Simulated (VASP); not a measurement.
# GaSb3 (Pmmm) in VASP: a series of runs

The runs below take GaSb3 through single point, relaxation of cell and atoms, with PBE.

All numbers are computed with VASP 6.6.1; they aren't measurements. Logs are shortened: lines on timing, memory, paths and dates and some standing lists are left out, and cuts for length are marked.

## 1. The cell of the first run

Symmetry: Pmmm, No. 47, orthorhombic system. Conventional cell: a = 3.004 Å, b = 3.364 Å, c = 10.739 Å, α = 90.00°, β = 90.00°, γ = 90.00°. Within 4.0 Å of Ga (site symmetry mmm) lie 4 Sb at 3.00 Å and 4 Ga at 3.00 to 3.36 Å. Within 4.0 Å of Sb (site symmetry mm2) lie 2 Ga at 3.00 Å and 6 Sb at 3.00 to 3.36 Å. Within 4.0 Å of Sb (site symmetry mmm) lie 8 Sb at 3.00 to 3.36 Å.

## 2. Single point, PBE

INCAR

```
  ALGO = Normal
  EDIFF = 1E-6
  ENCUT = 520
  GGA = PE
  ISIF = 2
  ISMEAR = 0
  LASPH = True
  LCHARG = True
  LELF = True
  LREAL = False
  LVHAR = True
  LWAVE = False
  NBANDS = 22
  NELM = 60
  PREC = Accurate
  SIGMA = 0.2
```

KPOINTS

```
k-points
0
Gamma
  6 6 2
```

POSCAR

```
GaSb3
1.0
    3.0044393281      0.0000000000      0.0000000000
    0.0000000000      3.3640752700      0.0000000000
    0.0000000000      0.0000000000     10.7387618146
Ga Sb
1 3
Direct
    0.0000000000      0.0000000000      0.0000000000
    0.0000000000      0.5000000000      0.2315210036
    0.0000000000      0.0000000000      0.5000000000
    0.0000000000      0.5000000000      0.7684789964
```

Potentials or basis: VASP PAW PBE potentials, release 64 (Ga_d, Sb).

Started as:

```sh
> cat potpaw_PBE.64/Ga_d/POTCAR potpaw_PBE.64/Sb/POTCAR > POTCAR
> mpirun -np 1 vasp_std > vasp.out
```

OUTCAR:

```text
EDIFF = 1E-6
   ENCUT = 520
   GGA = PE
   ISIF = 2
   ISMEAR = 0
   LASPH = True
   LREAL = False
   NELM = 60
   PREC = Accurate

 ion  position               nearest neighbor table
   1  0.000  0.000  0.000-   2 3.00   4 3.00   2 3.00   4 3.00
   2  0.000  0.500  0.232-   1 3.00   1 3.00   3 3.34   3 3.34
   3  0.000  0.000  0.500-   2 3.34   4 3.34   2 3.34   4 3.34
   4  0.000  0.500  0.768-   1 3.00   1 3.00   3 3.34   3 3.34

  LATTYP: Found a simple orthorhombic cell.
 ALAT       =     3.0044393281
 B/A-ratio  =     1.1197015159
 C/A-ratio  =     3.5742981109

  Lattice vectors:

 A1 = (   3.0044393281,   0.0000000000,   0.0000000000)
 A2 = (   0.0000000000,   3.3640752700,   0.0000000000)
 A3 = (   0.0000000000,   0.0000000000,  10.7387618146)

Analysis of symmetry for initial positions (statically):
=====================================================================
 Subroutine PRICEL returns:
 Original cell was already a primitive cell.

 Routine SETGRP: Setting up the symmetry group for a
 simple orthorhombic supercell.

 Subroutine GETGRP returns: Found  8 space group operations
 (whereof  8 operations were pure point group operations)
 out of a pool of  8 trial point group operations.

The static configuration has the point symmetry D_2h.

Analysis of symmetry for dynamics (positions and initial velocities):
=====================================================================
 Subroutine PRICEL returns:
 Original cell was already a primitive cell.

 Routine SETGRP: Setting up the symmetry group for a
 simple orthorhombic supercell.

 Subroutine GETGRP returns: Found  8 space group operations
 (whereof  8 operations were pure point group operations)
 out of a pool of  8 trial point group operations.

The dynamic configuration has the point symmetry D_2h.

 Subroutine INISYM returns: Found  8 space group operations
 (whereof  8 operations are pure point group operations),
 and found     1 'primitive' translations

----------------------------------------------------------------------------------------

                                     Primitive cell

  volume of cell :     108.5384

[... 82 lines left out ...]
 SYSTEM =  unknown system
   PREC   = accura    normal or accurate (medium, high low for compatibility)
   ISTART =      0    job   : 0-new  1-cont  2-samecut
   ICHARG =      2    charge: 1-file 2-atom 10-const
   ISPIN  =      1    spin polarized calculation?
   LNONCOLLINEAR =      F non collinear calculations
   LSORBIT =      F    spin-orbit coupling
   LASPH  =      T    aspherical Exc in radial PAW
   ENCUT  =  520.0 eV  38.22 Ry    6.18 a.u.   5.59  6.25 19.97*2*pi/ulx,y,z
   NELM   =     60;   NELMIN=  2; NELMDL= -5     # of ELM steps
   EDIFF  = 0.1E-05   stopping-criterion for ELM
   LREAL  =      F    real-space projection
   EDIFFG = 0.1E-04   stopping-criterion for IOM
   NSW    =      0    number of steps for IOM
   IBRION =     -1    ionic relax: 0-MD 1-quasi-New 2-CG
   NFREE  =      0    steps in history (QN), initial steepest desc. (CG)
   ISIF   =      2    stress and relaxation
   ISYM   =      2    0-nonsym 1-usesym 2-fastsym
   POTIM  = 0.5000    time-step for ionic-motion
   TEBEG  =    0.0;   TEEND  =   0.0 temperature during run
   PSTRESS=    0.0 pullay stress
   NELECT =      28.0000    total number of electrons
   NUPDOWN=      -1.0000    fix difference up-down
   EMIN   =  10.00;   EMAX   =-10.00  energy-range for DOS
   EFERMI =   0.00;   METHOD = LEGACY
   ISMEAR =     0;   SIGMA  =   0.20  broadening in eV -4-tet -1-fermi 0-gaus
   EFERMI_NEDOS =   21; number of points for ismear=-14 and -15
   IALGO  =     38    algorithm
   IMIX   =      4    mixing-type and parameters
     AMIX     =   0.40;   BMIX     =  1.00
     AMIX_MAG =   1.60;   BMIX_MAG =  1.00
  volume/ion in A,a.u.               =      27.13       183.11
  Fermi-wavevector in a.u.,A,eV,Ry     =   1.042157  1.969391 14.777162  1.086091
  Thomas-Fermi vector in A             =   2.176809
   LORBIT       =      0    0 simple, 1 ext, 2 COOP (PROOUT), +10 PAW based schemes
   GGA     = PE    functional components
   LHFCALC =     F    Hartree Fock is set to
   AEXX    =    0.0000 exact exchange contribution
   IVDW    =     0    specifies the selected vdW correction
   LEPSILON=     F    determine dielectric tensor
   LRPA    =     F    only Hartree local field effects (RPA)
 non-spin polarized calculation
 Gauss-broadening in eV      SIGMA  =   0.20
  energy-cutoff  :      520.00
  volume of cell :      108.54
 maximum number of plane-waves:      2956
 NGX is ok and might be reduce to    24

 number of electron      28.0000011 magnetization

 Free energy of the ion-electron system (eV)
  ---------------------------------------------------
  ext. energy  EPLUGINS =         0.00000000
  ---------------------------------------------------
  free energy    TOTEN  =       -14.93180466 eV

  energy without entropy =      -14.90950331  energy(sigma->0) =      -14.92065398

 E-fermi :   6.8063     XC(G=0):  -9.9123

 val. band max:        6.6654607837   @ k =   0.5000   0.0000   0.5000
 cond. band min:       6.8073131267   @ k =   0.0000   0.5000   0.5000
 fundamental gap:      0.1418523430
 Fermi energy:         6.8063290583

 k-point     1 :       0.0000    0.0000    0.0000
  band No.  band energies     occupation
      1      -8.0016      2.00000
      2      -7.9409      2.00000
      3      -7.9015      2.00000
      4      -7.8277      2.00000
      5      -7.8200      2.00000
      6      -5.4303      2.00000
[... 589 lines left out ...]
     21      11.5771      0.00000
     22      13.3585      0.00000

 [... further k-points ...]
[... 5 lines left out ...]
  --------------------------------------------------------------------------------------
  -------------------------------------------------------------------------------------
  Total       -0.0549929      0.3262780     -0.0413927      0.0000000      0.0000000      0.0000000
  in kB       -0.8117714      4.8163162     -0.6110136      0.0000000      0.0000000      0.0000000
  external PRESSURE =       1.1311771 kB  Pullay stress =       0.0000000 kB

 VOLUME and BASIS-vectors are now :
 -----------------------------------------------------------------------------
  energy-cutoff  :      520.00
  volume of cell :      108.54
      direct lattice vectors                 reciprocal lattice vectors
     3.004439328  0.000000000  0.000000000     0.332840803  0.000000000  0.000000000
     0.000000000  3.364075270  0.000000000     0.000000000  0.297258509  0.000000000
     0.000000000  0.000000000 10.738761815     0.000000000  0.000000000  0.093120605

 POSITION                                       TOTAL-FORCE (eV/Angst)
 -----------------------------------------------------------------------------------
      0.00000      0.00000      0.00000         0.000000      0.000000      0.000000
      0.00000      1.68204      2.48625         0.000000     -0.000000      0.019091
      0.00000      0.00000      5.36938         0.000000      0.000000      0.000000
      0.00000      1.68204      8.25251         0.000000      0.000000     -0.019091
 -----------------------------------------------------------------------------------
    total drift:                                0.000000     -0.000000     -0.000000

  FREE ENERGIE OF THE ION-ELECTRON SYSTEM (eV)
  ---------------------------------------------------
  free  energy   TOTEN  =       -14.9318046588 eV

  energy  without entropy=      -14.9095033098  energy(sigma->0) =      -14.92065398
```

OSZICAR:

```text
N       E                     dE             d eps       ncg     rms          rms(c)
DAV:   1     0.159795785517E+03    0.15980E+03   -0.11603E+04  1440   0.133E+03
DAV:   2     0.978672330317E+00   -0.15882E+03   -0.15243E+03  1580   0.310E+02
DAV:   3    -0.144961043697E+02   -0.15475E+02   -0.14708E+02  1716   0.813E+01
DAV:   4    -0.149742506107E+02   -0.47815E+00   -0.47553E+00  1686   0.150E+01
DAV:   5    -0.149862485978E+02   -0.11998E-01   -0.11995E-01  1818   0.237E+00    0.346E+00
DAV:   6    -0.149337461410E+02    0.52502E-01   -0.14483E-01  1642   0.229E+00    0.200E+00
DAV:   7    -0.149312689010E+02    0.24772E-02   -0.37219E-02  1740   0.139E+00    0.511E-01
DAV:   8    -0.149317463123E+02   -0.47741E-03   -0.37203E-03  1594   0.390E-01    0.764E-02
DAV:   9    -0.149317773216E+02   -0.31009E-04   -0.28640E-04  1784   0.134E-01    0.391E-02
DAV:  10    -0.149318038637E+02   -0.26542E-04   -0.52656E-05  1634   0.409E-02    0.844E-03
DAV:  11    -0.149318050365E+02   -0.11728E-05   -0.45353E-06  1642   0.137E-02    0.265E-03
DAV:  12    -0.149318046588E+02    0.37769E-06   -0.63506E-07  1034   0.452E-03
   1 F= -.14931805E+02 E0= -.14920654E+02  d E =-.223013E-01
```

Run time: 50 s. Hardware: 1 thread of Intel Xeon 6975P-C (Granite Rapids), shared host; peak memory 0.25 GiB.

Results:

```
Free energy            : -14.9318 eV
Pressure               : 0.1 GPa
Largest force          : 0.019 eV/Å
Band gap on the k mesh : zero (band 14 reaches 9.86 eV, above the bottom of band 15 at 5.46 eV)
```

Forces in eV/Å, atoms in the order of the input:
```
Ga   0.000  0.000  0.000
Sb   0.000  0.000  0.019
Sb   0.000  0.000  0.000
Sb   0.000  0.000 -0.019
```

Caveat: spin-orbit coupling is left out, which moves the levels of the heavy elements.

## 3. Single point, PBE

This run uses another cell than the first one, of the same volume but with other edges.

INCAR

```
PREC = Accurate ; ENCUT = 520
EDIFF = 1E-7 ; ISMEAR = 0
SIGMA = 0.1 ; LREAL = False
LASPH = True ; NELM = 60
ALGO = Normal ; ISIF = 2
LWAVE = False ; LCHARG = False
GGA = PE ; NBANDS = 22
```

KPOINTS

```
Automatic mesh
0
Gamma
  12 10 4
```

POSCAR

```
GaSb3
1.0
    3.0318550303      0.0000000000      0.0000000000
    0.0000000000      3.1950655627      0.0000000000
    0.0000000000      0.0000000000     11.2102223848
Ga Sb
1 3
Direct
    0.0000000000      0.0000000000      0.0000000000
    0.0000000000      0.5000000000      0.2359218773
    0.0000000000      0.0000000000      0.5000000000
    0.0000000000      0.5000000000      0.7640781227
```

Potentials or basis: VASP PAW PBE potentials, release 64 (Ga_d, Sb).

Started as:

```sh
> cat potpaw_PBE.64/Ga_d/POTCAR potpaw_PBE.64/Sb/POTCAR > POTCAR
> mpirun -np 1 vasp_std > vasp.out
```

Wall time 3.2 min (1 thread of Intel Xeon 6975P-C (Granite Rapids), shared host); peak memory 0.4 GiB.

The run converged. Its results:

```yaml
Free_energy: -14.7434 eV
Pressure: 0.0 GPa
Largest_force: 0.004 eV/Å
Band_gap_on_the_k_mesh: zero (band 14 reaches 10.02 eV, above the bottom of band 15 at 5.12 eV)
```

Forces in eV/Å, atoms in the order of the input:
```
Ga   0.000  0.000  0.000
Sb   0.000  0.000  0.004
Sb   0.000  0.000  0.000
Sb   0.000  0.000 -0.004
```

Levels at points of the mesh, in eV from the Fermi level:
| k point | band 10 | band 11 | band 12 | band 13 | band 14 | band 15 | band 16 | band 17 | band 18 | band 19 |
| --- | --- | --- | --- | --- | --- | --- | --- | --- | --- | --- |
| (0.00, 0.00, 0.00) | -5.19 | -0.44 | -0.27 | 2.24 | 3.11 | 3.74 | 3.87 | 4.68 | 5.28 | 6.01 |
| (0.50, 0.00, 0.00) | -4.89 | -4.30 | -4.27 | -2.93 | -1.26 | 2.15 | 2.19 | 2.64 | 4.44 | 5.35 |
| (0.00, 0.50, 0.00) | -5.46 | -5.23 | -3.11 | -2.50 | -1.61 | -1.24 | 2.52 | 2.98 | 5.94 | 6.04 |
| (0.50, 0.50, 0.00) | -3.25 | -3.22 | -3.15 | -3.07 | -2.97 | -0.44 | -0.09 | -0.09 | 0.68 | 1.06 |
| (0.00, 0.00, 0.50) | -3.51 | -3.34 | 2.34 | 2.39 | 2.81 | 3.95 | 4.03 | 4.28 | 4.43 | 5.52 |
| (0.50, 0.00, 0.50) | -5.13 | -4.94 | -4.05 | -1.46 | -0.98 | -0.93 | 3.62 | 4.25 | 4.55 | 4.80 |
| (0.00, 0.50, 0.50) | -5.05 | -4.89 | -3.94 | -3.31 | -0.22 | -0.20 | 1.20 | 1.75 | 6.41 | 6.51 |
| (0.50, 0.50, 0.50) | -3.22 | -3.12 | -3.11 | -2.76 | -2.62 | -1.27 | -0.97 | -0.11 | 2.02 | 2.12 |

Caveat: spin-orbit coupling is left out, which moves the levels of the heavy elements.

## 4. Relaxation of cell and atoms, PBE

This run uses another cell than the first one, of 27.81 Å³/atom, 1.025 times its volume.

INCAR

```
PREC = Accurate
ENCUT = 600
EDIFF = 1E-6
ISMEAR = 0
SIGMA = 0.2
LREAL = F
LASPH = T
NELM = 80
ALGO = Normal
ISIF = 3
LWAVE = F
LCHARG = F
GGA = PE
IBRION = 2
NSW = 36
EDIFFG = -0.08
```

KPOINTS

```
regular mesh
0
Gamma
  6 6 2
```

POSCAR

```
GaSb3
1.0
    3.0732610200      0.0000000000      0.0000000000
    0.0000000000      3.1736581100      0.0000000000
    0.0000000000      0.0000000000     11.4033190600
Ga Sb
1 3
Direct
    0.0000000000      0.0000000000      0.0000000000
    0.0000000000      0.5000000000      0.2560429900
    0.0000000000      0.0000000000      0.5000000000
    0.0000000000      0.5000000000      0.7439570100
```

Started as:

```sh
> cat potpaw_PBE.64/Ga_d/POTCAR potpaw_PBE.64/Sb/POTCAR > POTCAR
> mpirun -np 1 vasp_std > vasp.out
```

Run time: 11 min. Hardware: 1 thread of Intel Xeon 6975P-C (Granite Rapids), shared host; peak memory 0.32 GiB.

The run converged. Its results:

| Item | Value |
| --- | --- |
| Free energy | -14.9322 eV |
| Relaxed volume | 27.31 Å³/atom |
| Relaxed cell | a = 3.010 Å, b = 3.392 Å, c = 10.701 Å, α = 90.00°, β = 90.00°, γ = 90.00° |
| Space group after relaxing (to 0.05 Å) | Pmmm (No. 47) |
| Energy gained by relaxing | 68.7 meV/atom |
| Ionic steps | 13 |
| Pressure after relaxing | -0.3 GPa |
| Largest force after relaxing | 0.031 eV/Å |
| Band gap on the k mesh | zero (band 14 reaches 9.76 eV, above the bottom of band 15 at 5.38 eV) |

Forces on the atoms (eV/Å):
```
Ga   0.000  0.000  0.000
Sb   0.000  0.000  0.031
Sb   0.000  0.000  0.000
Sb   0.000  0.000 -0.031
```

Stress tensor (GPa, compression positive):
```
-0.43  0.00  0.00
 0.00 -0.23  0.00
 0.00  0.00 -0.10
```

The path:
```csv
step,energy change (eV),largest force (eV/Å),pressure (GPa),volume (Å³)
1,0.0000,0.6362,0.69,111.22
2,-0.1016,0.4276,-0.34,113.08
3,-0.1021,0.4125,-0.39,113.19
4,-0.1348,0.3927,-0.33,112.42
5,-0.2157,0.3719,0.00,110.02
6,-0.1876,0.0562,2.16,104.85
7,-0.2443,0.2866,0.61,107.96
8,-0.2639,0.1649,0.33,108.31
9,-0.2671,0.0965,0.20,108.51
10,-0.2702,0.0673,-0.05,108.93
11,-0.2719,0.0154,-0.44,109.63
12,-0.2738,0.0072,-0.34,109.44
13,-0.2747,0.0311,-0.25,109.25
```

Final structure:
```cif
data_structure
_symmetry_space_group_name_H-M 'P 1'
_symmetry_Int_Tables_number 1
_cell_length_a 3.0100
_cell_length_b 3.3919
_cell_length_c 10.7008
_cell_angle_alpha 90.000
_cell_angle_beta 90.000
_cell_angle_gamma 90.000
_cell_volume 109.25
loop_
_atom_site_label
_atom_site_type_symbol
_atom_site_fract_x
_atom_site_fract_y
_atom_site_fract_z
_atom_site_occupancy
Ga1 Ga 0.00000 0.00000 0.00000 1
Sb1 Sb 0.00000 0.50000 0.23104 1
Sb2 Sb 0.00000 0.00000 0.50000 1
Sb3 Sb 0.00000 0.50000 0.76896 1
```

Levels at points of the mesh, in eV from the Fermi level:
```
           k point  band 10  band 11  band 12  band 13  band 14  band 15  band 16  band 17  band 18
(0.00, 0.00, 0.00)    -4.86     0.38     0.41     0.96     1.93     2.58     4.32     5.06     5.19
(0.50, 0.00, 0.00)    -4.64    -4.01    -3.70    -2.55    -0.87     2.96     3.08     3.19     3.20
(0.00, 0.50, 0.00)    -5.31    -5.03    -2.53    -2.26    -1.68    -1.26     3.41     3.66     6.53
(0.50, 0.50, 0.00)    -3.38    -3.30    -3.26    -2.99    -2.68    -0.42     0.21     0.27     0.65
(0.00, 0.00, 0.50)    -2.87    -2.83     1.14     1.46     3.03     3.08     4.46     4.81     4.83
(0.50, 0.00, 0.50)    -4.99    -4.61    -3.68    -1.13    -0.43    -0.08     3.40     3.70     4.16
(0.00, 0.50, 0.50)    -4.69    -4.64    -3.78    -3.49     0.03     0.25     1.85     2.10     6.56
(0.50, 0.50, 0.50)    -3.34    -3.30    -3.30    -2.28    -2.26    -1.12    -1.09    -0.44     2.35
```

Caveat: spin-orbit coupling is left out, which moves the levels of the heavy elements; the relaxation stopped at a loose force limit of 0.08 eV/Å, so its end isn't a converged minimum.

## 5. The runs side by side

| task | cell | k mesh | cutoff (eV) | smearing | gap on the mesh (eV) | pressure (GPa) | largest force (eV/Å) |
| --- | --- | --- | --- | --- | --- | --- | --- |
| single point | a = 3.004, b = 3.364, c = 10.739 Å, 4 atoms | 6 × 6 × 2 | 520 | gaussian 0.2 eV | none | 0.1 | 0.02 |
| single point | a = 3.032, b = 3.195, c = 11.210 Å, 4 atoms | 12 × 10 × 4 | 520 | gaussian 0.1 eV | none | 0.0 | - |
| relaxation of cell and atoms | relaxed from a = 3.073, b = 3.174, c = 11.403 Å, 4 atoms | 6 × 6 × 2 | 600 | gaussian 0.2 eV | none | -0.3 | 0.03 |

Alike in all rows: level PBE; potentials or basis VASP PAW PBE potentials, release 64 (Ga_d, Sb); no spin polarisation.

Caveats: spin-orbit coupling is left out, which moves the levels of the heavy elements; the relaxation stopped at a loose force limit of 0.08 eV/Å, so its end isn't a converged minimum (some runs).

Absolute energies hang on the potentials; compare differences alone.
